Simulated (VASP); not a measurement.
# MnO (Pm-3m) in VASP: a series of runs

Runs on MnO. Level: PBE. Tasks: single point.

Program: VASP 6.6.1. These are calculated values, not measurements. Logs are shortened: lines on timing, memory, paths and dates and some standing lists are left out, and cuts for length are marked.

**1. The cell of the first run**

It takes space group Pm-3m (No. 221, cubic). Conventional cell: a = 2.618 Å, b = 2.618 Å, c = 2.618 Å, α = 90.00°, β = 90.00°, γ = 90.00°. Mn (site symmetry m-3m) has 8 O at 2.27 Å and 6 Mn at 2.62 Å within 3.0 Å. Within 3.0 Å of O (site symmetry m-3m) lie 8 Mn at 2.27 Å and 6 O at 2.62 Å.

**2. Single point, PBE, collinear spin, ferromagnetic start**

INCAR

```
SYSTEM = MnO
PREC = Accurate
ENCUT = 520
EDIFF = 1E-6
ISMEAR = -1
SIGMA = 0.05
LREAL = .FALSE.
LASPH = .TRUE.
NELM = 150
ALGO = Normal
ISIF = 2
LWAVE = .FALSE.
LCHARG = .FALSE.
ISPIN = 2
MAGMOM = 4 0
LORBIT = 11
LMAXMIX = 4
GGA = PE
NBANDS = 20
```

KPOINTS

```
Automatic mesh
0
G
  10 10 10
  0 0 0
```

POSCAR

```
MnO
1.0
    2.6178348084      0.0000000000      0.0000000000
    0.0000000000      2.6178348084      0.0000000000
    0.0000000000      0.0000000000      2.6178348084
Mn O
1 1
Direct
    0.0000000000      0.0000000000      0.0000000000
    0.5000000000      0.5000000000      0.5000000000
```

Potentials or basis: VASP PAW PBE potentials, release 64 (Mn_pv, O).

On the command line:

```console
$ cat potpaw_PBE.64/Mn_pv/POTCAR potpaw_PBE.64/O/POTCAR > POTCAR
$ mpirun -np 1 vasp_std > vasp.out
```

OUTCAR:

```text
SYSTEM = MnO
   PREC = Accurate
   ENCUT = 520
   EDIFF = 1E-6
   ISMEAR = -1
   LREAL = .FALSE.
   LASPH = .TRUE.
   NELM = 150
   ISIF = 2
   ISPIN = 2
   LORBIT = 11
   GGA = PE

 ion  position               nearest neighbor table
   1  0.000  0.000  0.000-   2 2.27   2 2.27   2 2.27   2 2.27   2 2.27   2 2.27   2 2.27   2 2.27

   2  0.500  0.500  0.500-   1 2.27   1 2.27   1 2.27   1 2.27   1 2.27   1 2.27   1 2.27   1 2.27

  LATTYP: Found a simple cubic cell.
 ALAT       =     2.6178348084

  Lattice vectors:

 A1 = (   2.6178348084,   0.0000000000,   0.0000000000)
 A2 = (   0.0000000000,   2.6178348084,   0.0000000000)
 A3 = (   0.0000000000,   0.0000000000,   2.6178348084)

Analysis of symmetry for initial positions (statically):
=====================================================================
 Subroutine PRICEL returns:
 Original cell was already a primitive cell.

 Routine SETGRP: Setting up the symmetry group for a
 simple cubic supercell.

 Subroutine GETGRP returns: Found 48 space group operations
 (whereof 48 operations were pure point group operations)
 out of a pool of 48 trial point group operations.

The static configuration has the point symmetry O_h .

Analysis of symmetry for dynamics (positions and initial velocities):
=====================================================================
 Subroutine PRICEL returns:
 Original cell was already a primitive cell.

 Routine SETGRP: Setting up the symmetry group for a
 simple cubic supercell.

 Subroutine GETGRP returns: Found 48 space group operations
 (whereof 48 operations were pure point group operations)
 out of a pool of 48 trial point group operations.

The dynamic configuration has the point symmetry O_h .

Analysis of structural, dynamic, and magnetic symmetry:
=====================================================================
 Subroutine PRICEL returns:
 Original cell was already a primitive cell.

 Routine SETGRP: Setting up the symmetry group for a
 simple cubic supercell.

 Subroutine GETGRP returns: Found 48 space group operations
 (whereof 48 operations were pure point group operations)
 out of a pool of 48 trial point group operations.

The overall configuration has the point symmetry O_h .

 Subroutine INISYM returns: Found 48 space group operations
 (whereof 48 operations are pure point group operations),
 and found     1 'primitive' translations

----------------------------------------------------------------------------------------

                                     Primitive cell

  volume of cell :      17.9402

  direct lattice vectors                    reciprocal lattice vectors
     2.617834808  0.000000000  0.000000000     0.381995073  0.000000000  0.000000000
     0.000000000  2.617834808  0.000000000     0.000000000  0.381995073  0.000000000
     0.000000000  0.000000000  2.617834808     0.000000000  0.000000000  0.381995073

  length of vectors
     2.617834808  2.617834808  2.617834808     0.381995073  0.381995073  0.381995073

  position of ions in fractional coordinates (direct lattice)
     0.000000000  0.000000000  0.000000000
     0.500000000  0.500000000  0.500000000

  ion indices of the primitive-cell ions
   primitive index   ion index
                 1           1
                 2           2

----------------------------------------------------------------------------------------

 KPOINTS: Automatic mesh

Automatic generation of k-mesh.
 Grid dimensions read from file:
 generate k-points for:   10   10   10

 Generating k-lattice:

  Cartesian coordinates                     Fractional coordinates (reciprocal lattice)
     0.038199507  0.000000000  0.000000000     0.100000000  0.000000000  0.000000000
     0.000000000  0.038199507  0.000000000     0.000000000  0.100000000  0.000000000
     0.000000000  0.000000000  0.038199507     0.000000000  0.000000000  0.100000000

  Length of vectors
     0.038199507  0.038199507  0.038199507

  Shift w.r.t. Gamma in fractional coordinates (k-lattice)
     0.000000000  0.000000000  0.000000000

 Subroutine IBZKPT returns following result:
 ===========================================

 Found     56 irreducible k-points:

 Following reciprocal coordinates:
            Coordinates               Weight
  0.000000  0.000000  0.000000      1.000000
  0.100000  0.000000  0.000000      6.000000
  0.200000  0.000000  0.000000      6.000000
  0.300000  0.000000  0.000000      6.000000
  0.400000  0.000000  0.000000      6.000000
  0.500000  0.000000  0.000000      3.000000
[... 16 lines left out ...]
  0.200000  0.100000  0.100000     24.000000
  0.300000  0.100000  0.100000     24.000000
 [... further k-points ...]
   k-points           NKPTS =     56   k-points in BZ     NKDIM =     56   number of bands    NBANDS=     20
   number of dos      NEDOS =    301   number of ions     NIONS =      2
   total plane-waves  NPLWV =   8000
   dimension x,y,z NGX =    20 NGY =   20 NGZ =   20
   dimension x,y,z NGXF=    40 NGYF=   40 NGZF=   40
   ions per type =               1   1
   NGX,Y,Z   is equivalent  to a cutoff of  12.70, 12.70, 12.70 a.u.
   NGXF,Y,Z  is equivalent  to a cutoff of  25.40, 25.40, 25.40 a.u.
 SYSTEM =  MnO
   PREC   = accura    normal or accurate (medium, high low for compatibility)
   ISTART =      0    job   : 0-new  1-cont  2-samecut
   ICHARG =      2    charge: 1-file 2-atom 10-const
   ISPIN  =      2    spin polarized calculation?
   LNONCOLLINEAR =      F non collinear calculations
   LSORBIT =      F    spin-orbit coupling
   LASPH  =      T    aspherical Exc in radial PAW
   ENCUT  =  520.0 eV  38.22 Ry    6.18 a.u.   4.87  4.87  4.87*2*pi/ulx,y,z
   NELM   =    150;   NELMIN=  2; NELMDL= -5     # of ELM steps
   EDIFF  = 0.1E-05   stopping-criterion for ELM
   LREAL  =      F    real-space projection
[... 7 lines left out ...]
   TEBEG  =    0.0;   TEEND  =   0.0 temperature during run
   PSTRESS=    0.0 pullay stress
   NELECT =      19.0000    total number of electrons
   NUPDOWN=      -1.0000    fix difference up-down
   EMIN   =  10.00;   EMAX   =-10.00  energy-range for DOS
   EFERMI =   0.00;   METHOD = LEGACY
   ISMEAR =    -1;   SIGMA  =   0.05  broadening in eV -4-tet -1-fermi 0-gaus
   EFERMI_NEDOS =   21; number of points for ismear=-14 and -15
   IALGO  =     38    algorithm
   IMIX   =      4    mixing-type and parameters
     AMIX     =   0.40;   BMIX     =  1.00
     AMIX_MAG =   1.60;   BMIX_MAG =  1.00
  volume/ion in A,a.u.               =       8.97        60.53
  Fermi-wavevector in a.u.,A,eV,Ry     =   1.668721  3.153426 37.887199  2.784631
  Thomas-Fermi vector in A             =   2.754519
   LORBIT       =     11    0 simple, 1 ext, 2 COOP (PROOUT), +10 PAW based schemes
   GGA     = PE    functional components
   LHFCALC =     F    Hartree Fock is set to
   AEXX    =    0.0000 exact exchange contribution
   IVDW    =     0    specifies the selected vdW correction
   LEPSILON=     F    determine dielectric tensor
   LRPA    =     F    only Hartree local field effects (RPA)
 spin polarized calculation
  energy-cutoff  :      520.00
  volume of cell :       17.94
 maximum number of plane-waves:       500
 NGX is ok and might be reduce to    20
   NGX =  9   NGY =  9   NGZ =  9

 number of electron      18.9999968 magnetization       3.6207793

 Free energy of the ion-electron system (eV)
  ---------------------------------------------------
  ext. energy  EPLUGINS =         0.00000000
  ---------------------------------------------------
  free energy    TOTEN  =       -15.22935855 eV

  energy without entropy =      -15.21319071  energy(sigma->0) =      -15.22127463

 E-fermi :   9.2593     XC(G=0): -13.2195

 val. band max:        9.2495165368   @ k =   0.3000   0.0000   0.0000
 cond. band min:       9.2607287376   @ k =   0.5000   0.4000   0.3000
 fundamental gap:      0.0112122007
 Fermi energy:         9.2592632903

 spin component 1

 k-point     1 :       0.0000    0.0000    0.0000
  band No.  band energies     occupation
      1     -40.2782      1.00000
      2     -40.2782      1.00000
      3     -40.2782      1.00000
      4     -11.6130      1.00000
      5       5.2515      1.00000
      6       5.2516      1.00000
[... 12 lines left out ...]
     19      38.8720      0.00000
     20      38.8720      0.00000

 k-point     2 :       0.1000    0.0000    0.0000
  band No.  band energies     occupation
      1     -40.3018      1.00000
      2     -40.2762      1.00000
      3     -40.2762      1.00000
      4     -11.5068      1.00000
      5       4.5027      1.00000
      6       5.2964      1.00000
[... 498 lines left out ...]
 k-point    24 :       0.3000    0.1000    0.1000
  band No.  band energies     occupation
      1     -40.4334      1.00000
      2     -40.2859      1.00000
      3     -40.2839      1.00000
      4     -10.6705      1.00000
      5       1.8298      1.00000
      6       4.4528      1.00000
[... 12 lines left out ...]
     19      34.8228      0.00000
     20      35.8449      0.00000

 [... further k-points ...]

 spin component 2

 k-point     1 :       0.0000    0.0000    0.0000
  band No.  band energies     occupation
      1     -36.5822      1.00000
      2     -36.5822      1.00000
      3     -36.5822      1.00000
      4     -11.4206      1.00000
      5       6.1194      1.00000
      6       6.1194      1.00000
[... 12 lines left out ...]
     19      39.7174      0.00000
     20      39.7174      0.00000

 k-point     2 :       0.1000    0.0000    0.0000
  band No.  band energies     occupation
      1     -36.6094      1.00000
      2     -36.5798      1.00000
      3     -36.5798      1.00000
      4     -11.3169      1.00000
      5       5.2158      1.00000
      6       6.0723      1.00000
[... 498 lines left out ...]
 k-point    24 :       0.3000    0.1000    0.1000
  band No.  band energies     occupation
      1     -36.7605      1.00000
      2     -36.5910      1.00000
      3     -36.5883      1.00000
      4     -10.5027      1.00000
      5       2.3985      1.00000
      6       5.3023      1.00000
[... 12 lines left out ...]
     19      36.0681      0.00000
     20      36.8605      0.00000

 [... further k-points ...]
[... 5 lines left out ...]
  --------------------------------------------------------------------------------------
  -------------------------------------------------------------------------------------
  Total        1.0040172      1.0040172      1.0040172      0.0000000      0.0000000     -0.0000000
  in kB       89.6654238     89.6654238     89.6654238      0.0000000      0.0000000     -0.0000000
  external PRESSURE =      89.6654238 kB  Pullay stress =       0.0000000 kB

 VOLUME and BASIS-vectors are now :
 -----------------------------------------------------------------------------
  energy-cutoff  :      520.00
  volume of cell :       17.94
      direct lattice vectors                 reciprocal lattice vectors
     2.617834808  0.000000000  0.000000000     0.381995073  0.000000000  0.000000000
     0.000000000  2.617834808  0.000000000     0.000000000  0.381995073  0.000000000
     0.000000000  0.000000000  2.617834808     0.000000000  0.000000000  0.381995073

 POSITION                                       TOTAL-FORCE (eV/Angst)
 -----------------------------------------------------------------------------------
      0.00000      0.00000      0.00000         0.000000      0.000000      0.000000
      1.30892      1.30892      1.30892         0.000000      0.000000      0.000000
 -----------------------------------------------------------------------------------
    total drift:                                0.000000      0.000000      0.000000

  FREE ENERGIE OF THE ION-ELECTRON SYSTEM (eV)
  ---------------------------------------------------
  free  energy   TOTEN  =       -15.2293585475 eV

  energy  without entropy=      -15.2131907110  energy(sigma->0) =      -15.22127463

 total charge

# of ion       s       p       d       tot
------------------------------------------
    1        0.225   6.211   5.115  11.551
    2        1.577   3.382   0.000   4.959
--------------------------------------------------
tot          1.802   9.593   5.115  16.510

 magnetization (x)

# of ion       s       p       d       tot
------------------------------------------
    1        0.022   0.036   3.376   3.433
    2        0.027   0.026   0.000   0.053
--------------------------------------------------
tot          0.048   0.062   3.376   3.486
```

It took 20 s on 1 thread of Intel Xeon Platinum 8559C (Emerald Rapids), shared host; peak memory 0.14 GiB.

What came out:

```yaml
Free_energy: -15.2294 eV
Pressure: 9.0 GPa
Net_moment: 3.62 μB per cell
Site_moments: Mn +3.43; O +0.05 μB
Valence_electrons_inside_the_program's_atomic_spheres: Mn 11.55; O 4.96
```

Caveat: a cell with one magnetic atom can't hold antiferromagnetic order, which such compounds often take; semilocal functionals often make such compounds metallic where correlation or magnetic order opens a gap, which also shifts bond lengths. With open d or f shells a metallic result of PBE can be an artefact of self-interaction; +U or a hybrid may open a gap.

**3. Single point, PBE, collinear spin, ferromagnetic start**

This run uses another cell than the first one, of 9.16 Å³/atom, 1.021 times its volume.

INCAR

```
SYSTEM = MnO
ALGO = Normal ; EDIFF = 1E-6
ENCUT = 520 ; GGA = PE
ISIF = 2 ; ISMEAR = -1
ISPIN = 2 ; LASPH = .TRUE.
LCHARG = .FALSE. ; LMAXMIX = 4
LORBIT = 11 ; LREAL = .FALSE.
LWAVE = .FALSE. ; MAGMOM = 4 0
NBANDS = 20 ; NELM = 150
PREC = Accurate ; SIGMA = 0.05
```

KPOINTS

```
k-points
0
G
  10 10 10
  0 0 0
```

POSCAR

```
MnO
1.0
    2.6362708722      0.0000000000      0.0000000000
    0.0000000000      2.6362708722      0.0000000000
    0.0000000000      0.0000000000      2.6362708722
Mn O
1 1
Direct
    0.0000000000      0.0000000000      0.0000000000
    0.5000000000      0.5000000000      0.5000000000
```

Potentials or basis: VASP PAW PBE potentials, release 64 (Mn_pv, O).

On the command line:

```console
$ cat potpaw_PBE.64/Mn_pv/POTCAR potpaw_PBE.64/O/POTCAR > POTCAR
$ mpirun -np 1 vasp_std > vasp.out
```

OUTCAR:

```text
SYSTEM = MnO
   EDIFF = 1E-6
   ENCUT = 520
   GGA = PE
   ISIF = 2
   ISMEAR = -1
   ISPIN = 2
   LASPH = .TRUE.
   LORBIT = 11
   LREAL = .FALSE.
   NELM = 150
   PREC = Accurate

 ion  position               nearest neighbor table
   1  0.000  0.000  0.000-   2 2.28   2 2.28   2 2.28   2 2.28   2 2.28   2 2.28   2 2.28   2 2.28

   2  0.500  0.500  0.500-   1 2.28   1 2.28   1 2.28   1 2.28   1 2.28   1 2.28   1 2.28   1 2.28

  LATTYP: Found a simple cubic cell.
 ALAT       =     2.6362708722

  Lattice vectors:

 A1 = (   2.6362708722,   0.0000000000,   0.0000000000)
 A2 = (   0.0000000000,   2.6362708722,   0.0000000000)
 A3 = (   0.0000000000,   0.0000000000,   2.6362708722)

Analysis of symmetry for initial positions (statically):
=====================================================================
[... 1319 lines left out ...]
      direct lattice vectors                 reciprocal lattice vectors
     2.636270872  0.000000000  0.000000000     0.379323692  0.000000000  0.000000000
     0.000000000  2.636270872  0.000000000     0.000000000  0.379323692  0.000000000
     0.000000000  0.000000000  2.636270872     0.000000000  0.000000000  0.379323692

 POSITION                                       TOTAL-FORCE (eV/Angst)
 -----------------------------------------------------------------------------------
      0.00000      0.00000      0.00000         0.000000      0.000000      0.000000
      1.31814      1.31814      1.31814         0.000000      0.000000      0.000000
 -----------------------------------------------------------------------------------
    total drift:                                0.000000      0.000000      0.000000

  FREE ENERGIE OF THE ION-ELECTRON SYSTEM (eV)
  ---------------------------------------------------
  free  energy   TOTEN  =       -15.2464745622 eV

  energy  without entropy=      -15.2290799993  energy(sigma->0) =      -15.23777728

 total charge

# of ion       s       p       d       tot
------------------------------------------
    1        0.220   6.203   5.099  11.523
    2        1.577   3.373   0.000   4.949
--------------------------------------------------
tot          1.797   9.575   5.099  16.472

 magnetization (x)

# of ion       s       p       d       tot
------------------------------------------
    1        0.022   0.035   3.427   3.484
    2        0.026   0.024   0.000   0.050
--------------------------------------------------
tot          0.048   0.060   3.427   3.535
```

OSZICAR:

```text
N       E                     dE             d eps       ncg     rms          rms(c)
DAV:   1     0.168086923254E+03    0.16809E+03   -0.10125E+04  4528   0.116E+03
DAV:   2    -0.970679359431E+01   -0.17779E+03   -0.16542E+03  4668   0.334E+02
DAV:   3    -0.175569475499E+02   -0.78502E+01   -0.77451E+01  5020   0.750E+01
DAV:   4    -0.176076222749E+02   -0.50675E-01   -0.50665E-01  4984   0.620E+00
DAV:   5    -0.176079713854E+02   -0.34911E-03   -0.34910E-03  5092   0.513E-01    0.140E+01
DAV:   6    -0.158235153601E+02    0.17845E+01   -0.83600E+00  5796   0.350E+01    0.124E+01
DAV:   7    -0.152941223803E+02    0.52939E+00   -0.18482E+00  5252   0.202E+01    0.629E+00
DAV:   8    -0.152466342488E+02    0.47488E-01   -0.20241E-01  4936   0.441E+00    0.389E+00
DAV:   9    -0.152577760535E+02   -0.11142E-01   -0.30462E-02  5812   0.213E+00    0.101E+00
DAV:  10    -0.152469830816E+02    0.10793E-01   -0.19411E-02  4828   0.210E+00    0.285E-01
DAV:  11    -0.152464247516E+02    0.55833E-03   -0.11488E-03  5148   0.438E-01    0.131E-01
DAV:  12    -0.152464771081E+02   -0.52356E-04   -0.25382E-04  5028   0.188E-01    0.424E-02
DAV:  13    -0.152464699030E+02    0.72051E-05   -0.34930E-05  5076   0.543E-02    0.210E-02
DAV:  14    -0.152464748994E+02   -0.49964E-05   -0.37887E-06  5020   0.195E-02    0.128E-02
DAV:  15    -0.152464745622E+02    0.33717E-06   -0.19455E-06  3996   0.174E-02
   1 F= -.15246475E+02 E0= -.15237777E+02  d E =-.173946E-01  mag=     3.6751
```

stdout:

```text
POSCAR found type information on POSCAR MnO
 POSCAR found :  2 types and       2 ions
 scaLAPACK will be used
 LDA part: xc-table for (Slater+PW92), standard interpolation
 POSCAR, INCAR and KPOINTS ok, starting setup
 FFT: planning ... GRIDC
 FFT: planning ... GRID_SOFT
 FFT: planning ... GRID
 WAVECAR not read
 entering main loop
```

Run time: 20 s. Hardware: 1 thread of Intel Xeon Platinum 8559C (Emerald Rapids), shared host; peak memory 0.15 GiB.

What came out:

```yaml
Free_energy: -15.2465 eV
Pressure: 5.2 GPa
Net_moment: 3.67 μB per cell
Site_moments: Mn +3.48; O +0.05 μB
Valence_electrons_inside_the_program's_atomic_spheres: Mn 11.52; O 4.95
```

Caveat: a cell with one magnetic atom can't hold antiferromagnetic order, which such compounds often take; semilocal functionals often make such compounds metallic where correlation or magnetic order opens a gap, which also shifts bond lengths. With open d or f shells a metallic result of PBE can be an artefact of self-interaction; +U or a hybrid may open a gap.
